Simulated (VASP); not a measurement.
# Ge16H (a cell with a defect) in VASP: single point with PBE

Aim: the single point of Ge16H (a cell with a defect) with PBE.

Everything below comes from runs of VASP 6.6.1. Logs are shortened: lines on timing, memory, paths and dates and some standing lists are left out, and cuts for length are marked.

## Step 1: The cell of the first run

The cell holds a defect, 17 atoms: a = 8.001 Å, b = 8.001 Å, c = 8.001 Å, α = 60.00°, β = 60.00°, γ = 60.00°.

## Step 2: Single point, PBE

INCAR

```
SYSTEM = Ge16H
ALGO     = Normal         ! electronic algorithm
EDIFF    = 1E-6           ! SCF threshold, eV
ENCUT    = 410            ! plane-wave cutoff, eV
GGA      = PE             ! functional
GGA_COMPAT= .FALSE.      
ISIF     = 2              ! what is computed and relaxed
ISMEAR   = -1             ! smearing method
LASPH    = .TRUE.         ! aspherical terms in the spheres
LCHARG   = .TRUE.         ! write CHGCAR
LELF     = .TRUE.         ! ELF
LREAL    = .FALSE.        ! projectors in reciprocal space
LVHAR    = .TRUE.       
LWAVE    = .FALSE.        ! write WAVECAR
NBANDS   = 126            ! bands
NELECT   = 223.0        
NELM     = 120            ! most SCF steps
PREC     = Accurate       ! precision mode
SIGMA    = 0.05           ! smearing width, eV
```

KPOINTS

```
k-points
0
G
  2 2 2
  0 0 0
```

POSCAR

```
Ge16H
1.0
    0.0000000000      5.6578200000      5.6578200000
    5.6578200000      0.0000000000      5.6578200000
    5.6578200000      5.6578200000      0.0000000000
Ge H
16 1
Direct
    0.0000000000      0.0000000000      0.0000000000
    0.1250000000      0.1250000000      0.1250000000
    0.0000000000      0.0000000000      0.5000000000
    0.1250000000      0.1250000000      0.6250000000
    0.0000000000      0.5000000000      0.0000000000
    0.1250000000      0.6250000000      0.1250000000
    0.0000000000      0.5000000000      0.5000000000
    0.1250000000      0.6250000000      0.6250000000
    0.5000000000      0.0000000000      0.0000000000
    0.6250000000      0.1250000000      0.1250000000
    0.5000000000      0.0000000000      0.5000000000
    0.6250000000      0.1250000000      0.6250000000
    0.5000000000      0.5000000000      0.0000000000
    0.6250000000      0.6250000000      0.1250000000
    0.5000000000      0.5000000000      0.5000000000
    0.6250000000      0.6250000000      0.6250000000
    0.2500000000      0.2500000000      0.2500000000
```

Potentials or basis: VASP PAW PBE potentials, release 64 (Ge_d, H).

Started as:

```
$ cat potpaw_PBE.64/Ge_d/POTCAR potpaw_PBE.64/H/POTCAR > POTCAR
$ mpirun -np 1 vasp_std > vasp.out
```

OUTCAR:

```text
SYSTEM = Ge16H
   EDIFF = 1E-6
   ENCUT = 410
   GGA = PE
   ISIF = 2
   ISMEAR = -1
   LASPH = .TRUE.
   LREAL = .FALSE.
   NELECT = 223.0
   NELM = 120
   PREC = Accurate

 ion  position               nearest neighbor table
   1  0.000  0.000  0.000-   2 2.45   4 2.45   6 2.45  10 2.45
   2  0.125  0.125  0.125-   1 2.45   3 2.45   5 2.45   9 2.45
   3  0.000  0.000  0.500-   2 2.45   4 2.45   8 2.45  12 2.45
   4  0.125  0.125  0.625-   1 2.45   3 2.45   7 2.45  11 2.45
   5  0.000  0.500  0.000-   2 2.45   6 2.45   8 2.45  14 2.45
   6  0.125  0.625  0.125-   1 2.45   5 2.45   7 2.45  13 2.45
[... 8 lines left out ...]
  15  0.500  0.500  0.500-   8 2.45  12 2.45  14 2.45  16 2.45
  16  0.625  0.625  0.625-   7 2.45  11 2.45  13 2.45  15 2.45
  17  0.250  0.250  0.250-

  LATTYP: Found a face centered cubic cell.
 ALAT       =    11.3156400000

  Lattice vectors:

 A1 = (   0.0000000000,   5.6578200000,   5.6578200000)
 A2 = (   5.6578200000,   0.0000000000,   5.6578200000)
 A3 = (   5.6578200000,   5.6578200000,   0.0000000000)

Analysis of symmetry for initial positions (statically):
=====================================================================
 Subroutine PRICEL returns:
 Original cell was already a primitive cell.

 Routine SETGRP: Setting up the symmetry group for a
 face centered cubic supercell.

 Subroutine GETGRP returns: Found 24 space group operations
 (whereof 24 operations were pure point group operations)
 out of a pool of 48 trial point group operations.

The static configuration has the point symmetry T_d .

Analysis of symmetry for dynamics (positions and initial velocities):
=====================================================================
 Subroutine PRICEL returns:
 Original cell was already a primitive cell.

 Routine SETGRP: Setting up the symmetry group for a
 face centered cubic supercell.

 Subroutine GETGRP returns: Found 24 space group operations
 (whereof 24 operations were pure point group operations)
 out of a pool of 48 trial point group operations.

The dynamic configuration has the point symmetry T_d .

 Subroutine INISYM returns: Found 24 space group operations
 (whereof 24 operations are pure point group operations),
 and found     1 'primitive' translations

----------------------------------------------------------------------------------------

                                     Primitive cell

  volume of cell :     362.2241

  direct lattice vectors                    reciprocal lattice vectors
     0.000000000  5.657820000  5.657820000    -0.088373260  0.088373260  0.088373260
     5.657820000  0.000000000  5.657820000     0.088373260 -0.088373260  0.088373260
     5.657820000  5.657820000  0.000000000     0.088373260  0.088373260 -0.088373260

  length of vectors
     8.001365777  8.001365777  8.001365777     0.153066977  0.153066977  0.153066977

  position of ions in fractional coordinates (direct lattice)
     0.000000000  0.000000000  0.000000000
     0.125000000  0.125000000  0.125000000
     0.000000000  0.000000000  0.500000000
     0.125000000  0.125000000  0.625000000
     0.000000000  0.500000000  0.000000000
     0.125000000  0.625000000  0.125000000
[... 9 lines left out ...]
     0.625000000  0.625000000  0.625000000
     0.250000000  0.250000000  0.250000000

  ion indices of the primitive-cell ions
   primitive index   ion index
                 1           1
                 2           2
                 3           3
                 4           4
                 5           5
                 6           6
[... 9 lines left out ...]
                16          16
                17          17

----------------------------------------------------------------------------------------

 KPOINTS: k-points

Automatic generation of k-mesh.
 Grid dimensions read from file:
 generate k-points for:    2    2    2

 Generating k-lattice:

  Cartesian coordinates                     Fractional coordinates (reciprocal lattice)
    -0.044186630  0.044186630  0.044186630     0.500000000  0.000000000  0.000000000
     0.044186630 -0.044186630  0.044186630     0.000000000  0.500000000  0.000000000
     0.044186630  0.044186630 -0.044186630     0.000000000  0.000000000  0.500000000

  Length of vectors
     0.076533488  0.076533488  0.076533488

  Shift w.r.t. Gamma in fractional coordinates (k-lattice)
     0.000000000  0.000000000  0.000000000

 Subroutine IBZKPT returns following result:
 ===========================================

 Found      3 irreducible k-points:

 Following reciprocal coordinates:
            Coordinates               Weight
  0.000000  0.000000  0.000000      1.000000
  0.500000  0.000000  0.000000      4.000000
  0.500000  0.500000  0.000000      3.000000
   k-points           NKPTS =      3   k-points in BZ     NKDIM =      3   number of bands    NBANDS=    126
   number of dos      NEDOS =    301   number of ions     NIONS =     17
   total plane-waves  NPLWV = 157464
   dimension x,y,z NGX =    54 NGY =   54 NGZ =   54
   dimension x,y,z NGXF=   108 NGYF=  108 NGZF=  108
   ions per type =              16   1
   NGX,Y,Z   is equivalent  to a cutoff of  11.22, 11.22, 11.22 a.u.
   NGXF,Y,Z  is equivalent  to a cutoff of  22.44, 22.44, 22.44 a.u.
 SYSTEM =  Ge16H
   PREC   = accura    normal or accurate (medium, high low for compatibility)
   ISTART =      0    job   : 0-new  1-cont  2-samecut
   ICHARG =      2    charge: 1-file 2-atom 10-const
   ISPIN  =      1    spin polarized calculation?
   LNONCOLLINEAR =      F non collinear calculations
   LSORBIT =      F    spin-orbit coupling
   LASPH  =      T    aspherical Exc in radial PAW
   ENCUT  =  410.0 eV  30.13 Ry    5.49 a.u.  13.21 13.21 13.21*2*pi/ulx,y,z
   NELM   =    120;   NELMIN=  2; NELMDL= -5     # of ELM steps
   EDIFF  = 0.1E-05   stopping-criterion for ELM
   LREAL  =      F    real-space projection
[... 7 lines left out ...]
   TEBEG  =    0.0;   TEEND  =   0.0 temperature during run
   PSTRESS=    0.0 pullay stress
   NELECT =     223.0000    total number of electrons
   NUPDOWN=      -1.0000    fix difference up-down
   EMIN   =  10.00;   EMAX   =-10.00  energy-range for DOS
   EFERMI =   0.00;   METHOD = LEGACY
   ISMEAR =    -1;   SIGMA  =   0.05  broadening in eV -4-tet -1-fermi 0-gaus
   EFERMI_NEDOS =   21; number of points for ismear=-14 and -15
   IALGO  =     38    algorithm
   IMIX   =      4    mixing-type and parameters
     AMIX     =   0.40;   BMIX     =  1.00
     AMIX_MAG =   1.60;   BMIX_MAG =  1.00
  volume/ion in A,a.u.               =      21.31       143.79
  Fermi-wavevector in a.u.,A,eV,Ry     =   1.392678  2.631779 26.389201  1.939552
  Thomas-Fermi vector in A             =   2.516397
   LORBIT       =      0    0 simple, 1 ext, 2 COOP (PROOUT), +10 PAW based schemes
   GGA     = PE    functional components
   LHFCALC =     F    Hartree Fock is set to
   AEXX    =    0.0000 exact exchange contribution
   IVDW    =     0    specifies the selected vdW correction
   LEPSILON=     F    determine dielectric tensor
   LRPA    =     F    only Hartree local field effects (RPA)
 non-spin polarized calculation
  energy-cutoff  :      410.00
  volume of cell :      362.22
 maximum number of plane-waves:      6855
 NGX is ok and might be reduce to    54
   NGX = 27   NGY = 27   NGZ = 27

 number of electron     222.9999887 magnetization

 Free energy of the ion-electron system (eV)
  ---------------------------------------------------
  ext. energy  EPLUGINS =         0.00000000
  ---------------------------------------------------
  free energy    TOTEN  =       -80.52984375 eV

  energy without entropy =      -80.38235715  energy(sigma->0) =      -80.45610045

 E-fermi :   4.1791     XC(G=0):  -9.8664

 val. band max:        4.1514552288   @ k =   0.5000   0.0000   0.0000
 cond. band min:       4.5126387049   @ k =   0.5000   0.5000   0.0000
 fundamental gap:      0.3611834761
 Fermi energy:         4.1791058766

 k-point     1 :       0.0000    0.0000    0.0000
  band No.  band energies     occupation
      1     -19.9218      2.00000
      2     -19.9218      2.00000
      3     -19.9218      2.00000
      4     -19.9196      2.00000
      5     -19.9196      2.00000
      6     -19.9196      2.00000
[... 115 lines left out ...]
    122       5.9070      0.00000
    123       5.9070      0.00000

 k-point     2 :       0.5000    0.0000    0.0000
  band No.  band energies     occupation
      1     -19.9343      2.00000
      2     -19.9341      2.00000
      3     -19.9341      2.00000
      4     -19.9280      2.00000
      5     -19.9280      2.00000
      6     -19.9248      2.00000
[... 115 lines left out ...]
    122       8.6575      0.00000
    123       8.6575      0.00000

 k-point     3 :       0.5000    0.5000    0.0000
  band No.  band energies     occupation
      1     -19.9348      2.00000
      2     -19.9347      2.00000
      3     -19.9347      2.00000
      4     -19.9337      2.00000
      5     -19.9251      2.00000
      6     -19.9251      2.00000
[... 115 lines left out ...]
    122       9.2995      0.00000
    123       9.3879      0.00000
 [bands above 123 left out]

------------------------ aborting loop because EDIFF is reached ----------------------------------------

  FORCE on cell =-STRESS in cart. coord.  units (eV):
  Direction    XX          YY          ZZ          XY          YZ          ZX
  --------------------------------------------------------------------------------------
  -------------------------------------------------------------------------------------
  Total      -10.1781981    -10.1781981    -10.1781981      0.0000000      0.0000000      0.0000000
  in kB      -45.0198564    -45.0198564    -45.0198564      0.0000000      0.0000000      0.0000000
  external PRESSURE =     -45.0198564 kB  Pullay stress =       0.0000000 kB

 VOLUME and BASIS-vectors are now :
 -----------------------------------------------------------------------------
  energy-cutoff  :      410.00
  volume of cell :      362.22
      direct lattice vectors                 reciprocal lattice vectors
     0.000000000  5.657820000  5.657820000    -0.088373260  0.088373260  0.088373260
     5.657820000  0.000000000  5.657820000     0.088373260 -0.088373260  0.088373260
     5.657820000  5.657820000  0.000000000     0.088373260  0.088373260 -0.088373260

 POSITION                                       TOTAL-FORCE (eV/Angst)
 -----------------------------------------------------------------------------------
      0.00000      0.00000      0.00000        -0.000000     -0.000000     -0.000000
      1.41446      1.41446      1.41446         0.252220      0.252220      0.252220
      2.82891      2.82891      0.00000        -0.000000     -0.000000     -0.022363
      4.24336      4.24336      1.41446        -0.252220     -0.252220      0.252220
      2.82891      0.00000      2.82891        -0.000000     -0.022363     -0.000000
      4.24336      1.41446      4.24336        -0.252220      0.252220     -0.252220
[... 9 lines left out ...]
      7.07228      7.07228      7.07228         0.002375      0.002375      0.002375
      2.82891      2.82891      2.82891        -0.000000     -0.000000     -0.000000
 -----------------------------------------------------------------------------------
    total drift:                                0.000013      0.000013      0.000012

  FREE ENERGIE OF THE ION-ELECTRON SYSTEM (eV)
  ---------------------------------------------------
  free  energy   TOTEN  =       -80.5298437482 eV

  energy  without entropy=      -80.3823571520  energy(sigma->0) =      -80.45610045
```

Wall time 4 min (1 thread of Intel Xeon 8259CL, shared host); peak memory 0.42 GiB.

What came out:

* Free energy: -80.5298 eV
* Largest force: 0.437 eV/Å

Forces on the atoms (eV/Å):
```
Ge   0.000  0.000  0.000
Ge   0.252  0.252  0.252
Ge   0.000  0.000 -0.022
Ge  -0.252 -0.252  0.252
Ge   0.000 -0.022  0.000
Ge  -0.252  0.252 -0.252
Ge   0.022  0.000  0.000
Ge   0.002 -0.002 -0.002
Ge  -0.022  0.000  0.000
Ge   0.252 -0.252 -0.252
Ge   0.000  0.022  0.000
Ge  -0.002  0.002 -0.002
Ge   0.000  0.000  0.022
Ge  -0.002 -0.002  0.002
Ge   0.000  0.000  0.000
Ge   0.002  0.002  0.002
H    0.000  0.000  0.000
```

Levels at points of the mesh, in eV from the Fermi level:
```csv
k point,band 109,band 110,band 111,band 112,band 113,band 114,band 115,band 116
"(0.00, 0.00, 0.00)",-0.55,-0.55,0.84,0.84,0.84,0.87,1.08,1.08
"(0.50, 0.00, 0.00)",-0.10,-0.04,-0.04,-0.03,-0.03,1.56,1.67,2.32
"(0.50, 0.50, 0.00)",-0.66,-0.66,-0.64,-0.64,0.33,1.97,2.43,2.84
```

Caveat: the k points lie up to 0.48 Å⁻¹ apart, too coarse for converged energies and pressures of a metal; the cell carries a net charge on a neutralising background, which shifts energy and pressure; the cell is charged against a uniform background, so pressure and absolute levels hang on convention; an odd number of electrons without spin polarisation forces a metal; a magnetic or distorted state may lie lower.
